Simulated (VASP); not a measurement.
# Ga2Te2O (P6_3/mmc) in VASP: further runs, part 2 of 2

VASP 6.6.1.

### Step 3. Single point, PBE

This run uses another cell than the first one, of 30.93 Å³/atom.

Input file INCAR:

```
SYSTEM = Ga2Te2O
ALGO = Normal
EDIFF = 1E-6
ENCUT = 520
GGA = PE
ISIF = 2
ISMEAR = 0
LASPH = .True.
LCHARG = .False.
LREAL = .False.
LWAVE = .False.
NBANDS = 55
NELM = 60
PREC = Accurate
SIGMA = 0.1
```

Input file KPOINTS:

```
k-points
0
Gamma
  6 6 1
  0 0 0
```

Input file POSCAR:

```
Ga2Te2O
1.0
    4.1671462798      0.0000000000      0.0000000000
   -2.0835731399      3.6088545396      0.0000000000
    0.0000000000      0.0000000000     20.5639275630
Ga Te O
4 4 2
Direct
    0.6666666667      0.3333333333      0.8361883361
    0.6666666667      0.3333333333      0.6638116639
    0.3333333333      0.6666666667      0.3361883361
    0.3333333333      0.6666666667      0.1638116639
    0.3333333333      0.6666666667      0.6051744870
    0.3333333333      0.6666666667      0.8948255130
    0.6666666667      0.3333333333      0.1051744870
    0.6666666667      0.3333333333      0.3948255130
    0.6666666667      0.3333333333      0.7500000000
    0.3333333333      0.6666666667      0.2500000000
```

Potentials or basis: VASP PAW PBE potentials, release 64 (Ga_d, Te, O).

Command:

```
$ cat potpaw_PBE.64/Ga_d/POTCAR potpaw_PBE.64/Te/POTCAR potpaw_PBE.64/O/POTCAR > POTCAR
$ mpirun -np 1 vasp_std > vasp.out
```

OUTCAR:

```text
SYSTEM = Ga2Te2O
   EDIFF = 1E-6
   ENCUT = 520
   GGA = PE
   ISIF = 2
   ISMEAR = 0
   LASPH = .True.
   LREAL = .False.
   NELM = 60
   PREC = Accurate

 ion  position               nearest neighbor table
   1  0.667  0.333  0.836-   9 1.77   6 2.69   6 2.69   6 2.69
   2  0.667  0.333  0.664-   9 1.77   5 2.69   5 2.69   5 2.69
   3  0.333  0.667  0.336-  10 1.77   8 2.69   8 2.69   8 2.69
   4  0.333  0.667  0.164-  10 1.77   7 2.69   7 2.69   7 2.69
   5  0.333  0.667  0.605-   2 2.69   2 2.69   2 2.69
   6  0.333  0.667  0.895-   1 2.69   1 2.69   1 2.69
   7  0.667  0.333  0.105-   4 2.69   4 2.69   4 2.69
   8  0.667  0.333  0.395-   3 2.69   3 2.69   3 2.69
   9  0.667  0.333  0.750-   1 1.77   2 1.77
  10  0.333  0.667  0.250-   3 1.77   4 1.77

  LATTYP: Found a hexagonal cell.
 ALAT       =     4.1671462798
 C/A-ratio  =     4.9347745873

  Lattice vectors:

 A1 = (   4.1671462798,   0.0000000000,   0.0000000000)
 A2 = (  -2.0835731399,   3.6088545396,   0.0000000000)
 A3 = (   0.0000000000,   0.0000000000,  20.5639275630)

Analysis of symmetry for initial positions (statically):
=====================================================================
 Subroutine PRICEL returns:
 Original cell was already a primitive cell.

 Routine SETGRP: Setting up the symmetry group for a
 hexagonal supercell.

 Subroutine GETGRP returns: Found 24 space group operations
 (whereof 12 operations were pure point group operations)
 out of a pool of 24 trial point group operations.

The static configuration has the point symmetry D_3d.
 The point group associated with its full space group is D_6h.

Analysis of symmetry for dynamics (positions and initial velocities):
=====================================================================
 Subroutine PRICEL returns:
 Original cell was already a primitive cell.

 Routine SETGRP: Setting up the symmetry group for a
 hexagonal supercell.

 Subroutine GETGRP returns: Found 24 space group operations
 (whereof 12 operations were pure point group operations)
 out of a pool of 24 trial point group operations.

The dynamic configuration has the point symmetry D_3d.
 The point group associated with its full space group is D_6h.

 Subroutine INISYM returns: Found 24 space group operations
 (whereof 12 operations are pure point group operations),
 and found     1 'primitive' translations

----------------------------------------------------------------------------------------

                                     Primitive cell

  volume of cell :     309.2532

  direct lattice vectors                    reciprocal lattice vectors
     4.167146280  0.000000000  0.000000000     0.239972377  0.138548117  0.000000000
    -2.083573140  3.608854540  0.000000000     0.000000000  0.277096233  0.000000000
     0.000000000  0.000000000 20.563927563     0.000000000  0.000000000  0.048628843

  length of vectors
     4.167146280  4.167146280 20.563927563     0.277096233  0.277096233  0.048628843

  position of ions in fractional coordinates (direct lattice)
     0.666666667  0.333333333  0.836188336
     0.666666667  0.333333333  0.663811664
[... 54 lines left out ...]
  0.166667  0.166667  0.000000      6.000000
  0.333333  0.166667  0.000000     12.000000
  0.333333  0.333333  0.000000      2.000000
   k-points           NKPTS =      7   k-points in BZ     NKDIM =      7   number of bands    NBANDS=     55
   number of dos      NEDOS =    301   number of ions     NIONS =     10
   total plane-waves  NPLWV = 163840
   dimension x,y,z NGX =    32 NGY =   32 NGZ =  160
   dimension x,y,z NGXF=    64 NGYF=   64 NGZF=  320
   ions per type =               4   4   2
   NGX,Y,Z   is equivalent  to a cutoff of  12.77, 12.77, 12.93 a.u.
   NGXF,Y,Z  is equivalent  to a cutoff of  25.53, 25.53, 25.87 a.u.
 SYSTEM =  Ga2Te2O
   PREC   = accura    normal or accurate (medium, high low for compatibility)
   ISTART =      0    job   : 0-new  1-cont  2-samecut
   ICHARG =      2    charge: 1-file 2-atom 10-const
   ISPIN  =      1    spin polarized calculation?
   LNONCOLLINEAR =      F non collinear calculations
   LSORBIT =      F    spin-orbit coupling
   LASPH  =      T    aspherical Exc in radial PAW
   ENCUT  =  520.0 eV  38.22 Ry    6.18 a.u.   7.75  7.75 38.24*2*pi/ulx,y,z
   NELM   =     60;   NELMIN=  2; NELMDL= -5     # of ELM steps
   EDIFF  = 0.1E-05   stopping-criterion for ELM
   LREAL  =      F    real-space projection
   EDIFFG = 0.1E-04   stopping-criterion for IOM
   NSW    =      0    number of steps for IOM
   IBRION =     -1    ionic relax: 0-MD 1-quasi-New 2-CG
   NFREE  =      0    steps in history (QN), initial steepest desc. (CG)
   ISIF   =      2    stress and relaxation
   ISYM   =      2    0-nonsym 1-usesym 2-fastsym
   POTIM  = 0.5000    time-step for ionic-motion
   TEBEG  =    0.0;   TEEND  =   0.0 temperature during run
   PSTRESS=    0.0 pullay stress
   NELECT =      88.0000    total number of electrons
   NUPDOWN=      -1.0000    fix difference up-down
   EMIN   =  10.00;   EMAX   =-10.00  energy-range for DOS
   EFERMI =   0.00;   METHOD = LEGACY
   ISMEAR =     0;   SIGMA  =   0.10  broadening in eV -4-tet -1-fermi 0-gaus
   EFERMI_NEDOS =   21; number of points for ismear=-14 and -15
   IALGO  =     38    algorithm
   IMIX   =      4    mixing-type and parameters
     AMIX     =   0.40;   BMIX     =  1.00
     AMIX_MAG =   1.60;   BMIX_MAG =  1.00
  volume/ion in A,a.u.               =      30.93       208.69
  Fermi-wavevector in a.u.,A,eV,Ry     =   1.076790  2.034838 15.775637  1.159477
  Thomas-Fermi vector in A             =   2.212684
   LORBIT       =      0    0 simple, 1 ext, 2 COOP (PROOUT), +10 PAW based schemes
   GGA     = PE    functional components
   LHFCALC =     F    Hartree Fock is set to
   AEXX    =    0.0000 exact exchange contribution
   IVDW    =     0    specifies the selected vdW correction
   LEPSILON=     F    determine dielectric tensor
   LRPA    =     F    only Hartree local field effects (RPA)
 non-spin polarized calculation
 Gauss-broadening in eV      SIGMA  =   0.10
  energy-cutoff  :      520.00
  volume of cell :      309.25
 maximum number of plane-waves:      8387
 NGX is ok and might be reduce to    32
   NGX = 15   NGY = 15   NGZ = 77

 number of electron      87.9999991 magnetization

 Free energy of the ion-electron system (eV)
  ---------------------------------------------------
  ext. energy  EPLUGINS =         0.00000000
  ---------------------------------------------------
  free energy    TOTEN  =       -41.37133031 eV

  energy without entropy =      -41.37133031  energy(sigma->0) =      -41.37133031

 E-fermi :   2.3254     XC(G=0):  -7.9911

 val. band max:        1.8546361925   @ k =   0.0000   0.0000   0.0000
 cond. band min:       3.2196499417   @ k =   0.0000   0.0000   0.0000
 fundamental gap:      1.3650137492
 Fermi energy:         2.3253737409

 k-point     1 :       0.0000    0.0000    0.0000
  band No.  band energies     occupation
      1     -16.0020      2.00000
      2     -16.0020      2.00000
      3     -12.5004      2.00000
      4     -12.5004      2.00000
      5     -12.3284      2.00000
      6     -12.3284      2.00000
[... 395 lines left out ...]
     54       8.4134      0.00000
     55       8.5746      0.00000

------------------------ aborting loop because EDIFF is reached ----------------------------------------

  FORCE on cell =-STRESS in cart. coord.  units (eV):
  Direction    XX          YY          ZZ          XY          YZ          ZX
  --------------------------------------------------------------------------------------
  -------------------------------------------------------------------------------------
  Total        0.0974527      0.0974527      0.1086169      0.0000000      0.0000000      0.0000000
  in kB        0.5048826      0.5048826      0.5627216      0.0000000      0.0000000      0.0000000
  external PRESSURE =       0.5241623 kB  Pullay stress =       0.0000000 kB

 VOLUME and BASIS-vectors are now :
 -----------------------------------------------------------------------------
  energy-cutoff  :      520.00
  volume of cell :      309.25
      direct lattice vectors                 reciprocal lattice vectors
     4.167146280  0.000000000  0.000000000     0.239972377  0.138548117  0.000000000
    -2.083573140  3.608854540  0.000000000     0.000000000  0.277096233  0.000000000
     0.000000000  0.000000000 20.563927563     0.000000000  0.000000000  0.048628843

 POSITION                                       TOTAL-FORCE (eV/Angst)
 -----------------------------------------------------------------------------------
      2.08357      1.20295     17.19532        -0.000000     -0.000000     -0.015133
      2.08357      1.20295     13.65057         0.000000     -0.000000      0.015133
     -0.00000      2.40590      6.91335        -0.000000      0.000000     -0.015133
     -0.00000      2.40590      3.36861         0.000000     -0.000000      0.015133
     -0.00000      2.40590     12.44476         0.000000     -0.000000     -0.017006
     -0.00000      2.40590     18.40113         0.000000     -0.000000      0.017006
      2.08357      1.20295      2.16280        -0.000000     -0.000000     -0.017006
      2.08357      1.20295      8.11916        -0.000000     -0.000000      0.017006
      2.08357      1.20295     15.42295        -0.000000     -0.000000     -0.000000
     -0.00000      2.40590      5.14098         0.000000      0.000000     -0.000000
 -----------------------------------------------------------------------------------
    total drift:                                0.000000     -0.000000      0.000000

  FREE ENERGIE OF THE ION-ELECTRON SYSTEM (eV)
  ---------------------------------------------------
  free  energy   TOTEN  =       -41.3713303082 eV

  energy  without entropy=      -41.3713303082  energy(sigma->0) =      -41.37133031
```

Run time: 2.7 min. Hardware: 1 thread of AMD EPYC 7R43 (Zen 3), shared host; peak memory 0.42 GiB.

Results:

```
Free energy            : -41.3713 eV
Pressure               : 0.1 GPa
Largest force          : 0.017 eV/Å
Band gap on the k mesh : 1.36 eV
```

Forces on the atoms (eV/Å):
```
Ga   0.000  0.000 -0.015
Ga   0.000  0.000  0.015
Ga   0.000  0.000 -0.015
Ga   0.000  0.000  0.015
Te   0.000  0.000 -0.017
Te   0.000  0.000  0.017
Te   0.000  0.000 -0.017
Te   0.000  0.000  0.017
O    0.000  0.000  0.000
O    0.000  0.000  0.000
```

Caveat: spin-orbit coupling is left out, which moves the levels of the heavy elements; an odd mesh through Γ misses points on the zone boundary, where band edges can lie; this functional lacks dispersion, which binds the layers, so the pressure and a relaxed spacing across them are unreliable.

### Step 4. Relaxation of cell and atoms, PBE

This run uses another cell than the first one, of 27.08 Å³/atom.

Input file INCAR:

```
PREC = Accurate ; ENCUT = 600
EDIFF = 1E-6 ; ISMEAR = 0
SIGMA = 0.15 ; LREAL = F
LASPH = T ; NELM = 100
ALGO = Normal ; ISIF = 3
LWAVE = F ; LCHARG = F
GGA = PE ; IBRION = 2
NSW = 36 ; EDIFFG = -0.08
```

Input file KPOINTS:

```
regular mesh
0
Gamma
  3 3 1
```

Input file POSCAR:

```
Ga2Te2O
1.0
    4.1000000000      0.0000000000      0.0000000000
   -2.0500000000      3.5507041600      0.0000000000
    0.0000000000      0.0000000000     18.6000000000
Ga Te O
4 4 2
Direct
    0.6666666700      0.3333333300      0.8470000000
    0.6666666700      0.3333333300      0.6530000000
    0.3333333300      0.6666666700      0.3470000000
    0.3333333300      0.6666666700      0.1530000000
    0.3333333300      0.6666666700      0.5940000000
    0.3333333300      0.6666666700      0.9060000000
    0.6666666700      0.3333333300      0.0940000000
    0.6666666700      0.3333333300      0.4060000000
    0.6666666700      0.3333333300      0.7500000000
    0.3333333300      0.6666666700      0.2500000000
```

Command:

```
$ cat potpaw_PBE.64/Ga_d/POTCAR potpaw_PBE.64/Te/POTCAR potpaw_PBE.64/O/POTCAR > POTCAR
$ mpirun -np 1 vasp_std > vasp.out
```

Run time: 8.6 min. Hardware: 1 thread of AMD EPYC 7R43 (Zen 3), shared host; peak memory 0.46 GiB.

It converged, with:

| Item | Value |
| --- | --- |
| Free energy | -40.4333 eV |
| Relaxed volume | 29.26 Å³/atom |
| Relaxed cell | a = 4.238 Å, b = 4.238 Å, c = 18.809 Å, α = 90.00°, β = 90.00°, γ = 120.00° |
| Space group after relaxing (to 0.1 Å) | P6_3/mmc (No. 194) |
| Energy gained by relaxing | 44.8 meV/atom |
| Ionic steps | 7 |
| Pressure after relaxing | 0.0 GPa |
| Largest force after relaxing | 0.076 eV/Å |
| Band gap on the k mesh | 1.03 eV |

Forces in eV/Å, atoms in the order of the input:
```
Ga   0.000  0.000 -0.048
Ga   0.000  0.000  0.048
Ga   0.000  0.000 -0.048
Ga   0.000  0.000  0.048
Te   0.000  0.000  0.076
Te   0.000  0.000 -0.076
Te   0.000  0.000  0.076
Te   0.000  0.000 -0.076
O    0.000  0.000  0.000
O    0.000  0.000  0.000
```

Stress tensor (GPa, compression positive):
```
-0.04  0.00  0.00
 0.00 -0.04  0.00
 0.00  0.00  0.16
```

The path:
```tsv
step	energy change (eV)	largest force (eV/Å)	pressure (GPa)	volume (Å³)
1	0.0000	1.4432	3.55	270.78
2	-0.3428	1.1317	0.48	294.82
3	-0.4210	0.3029	1.14	287.21
4	-0.4164	0.4992	-1.03	297.26
5	-0.4456	0.1028	0.05	291.93
6	-0.4456	0.0949	0.09	291.84
7	-0.4476	0.0758	0.02	292.60
```

Final structure:
```cif
data_structure
_symmetry_space_group_name_H-M 'P 1'
_symmetry_Int_Tables_number 1
_cell_length_a 4.2383
_cell_length_b 4.2383
_cell_length_c 18.8089
_cell_angle_alpha 90.000
_cell_angle_beta 90.000
_cell_angle_gamma 120.000
_cell_volume 292.60
loop_
_atom_site_label
_atom_site_type_symbol
_atom_site_fract_x
_atom_site_fract_y
_atom_site_fract_z
_atom_site_occupancy
Ga1 Ga 0.66667 0.33333 0.84443 1
Ga2 Ga 0.66667 0.33333 0.65557 1
Ga3 Ga 0.33333 0.66667 0.34443 1
Ga4 Ga 0.33333 0.66667 0.15557 1
Te1 Te 0.33333 0.66667 0.59273 1
Te2 Te 0.33333 0.66667 0.90727 1
Te3 Te 0.66667 0.33333 0.09273 1
Te4 Te 0.66667 0.33333 0.40727 1
O1 O 0.66667 0.33333 0.75000 1
O2 O 0.33333 0.66667 0.25000 1
```

Levels at points of the mesh, in eV from the valence-band top:
| k point | band 42 | band 43 | band 44 | band 45 | band 46 | band 47 |
| --- | --- | --- | --- | --- | --- | --- |
| (0.00, 0.00, 0.00) | -0.14 | 0.00 | 0.00 | 1.03 | 1.52 | 1.80 |

Caveat: the k points lie up to 0.57 Å⁻¹ apart in the final cell; spin-orbit coupling is left out, which moves the levels of the heavy elements; this functional lacks dispersion, which binds the layers, so the pressure and a relaxed spacing across them are unreliable; the relaxation stopped at a loose force limit of 0.08 eV/Å, so its end isn't a converged minimum.

### Step 5. Overview

| task | cell | k mesh | cutoff (eV) | smearing | gap on the mesh (eV) | pressure (GPa) | largest force (eV/Å) |
| --- | --- | --- | --- | --- | --- | --- | --- |
| single point | a = 4.202, b = 4.202, c = 19.591 Å, angles 90.0, 90.0, 120.0°, 10 atoms, atomic positions A | 3 × 3 × 1 | 520 | gaussian 0.15 eV | 1.19 | 0.4 | 0.04 |
| single point | a = 4.167, b = 4.167, c = 20.564 Å, angles 90.0, 90.0, 120.0°, 10 atoms, atomic positions B | 6 × 6 × 1 | 520 | gaussian 0.1 eV | 1.36 | 0.1 | 0.02 |
| relaxation of cell and atoms | relaxed from a = 4.100, b = 4.100, c = 18.600 Å, angles 90.0, 90.0, 120.0°, 10 atoms, atomic positions C | 3 × 3 × 1 | 600 | gaussian 0.15 eV | 1.03 | 0.0 | 0.08 |

Alike in all rows: level PBE; potentials or basis VASP PAW PBE potentials, release 64 (Ga_d, Te, O); no spin polarisation.

Caveats: some runs use coarse meshes; spin-orbit coupling is left out, which moves the levels of the heavy elements; this functional lacks dispersion, which binds the layers, so the pressure and a relaxed spacing across them are unreliable; an odd mesh through Γ misses points on the zone boundary, where band edges can lie (at least some runs); the relaxation stopped at a loose force limit of 0.08 eV/Å, so its end isn't a converged minimum (at least some runs).

Absolute energies hang on the potentials; compare differences alone.
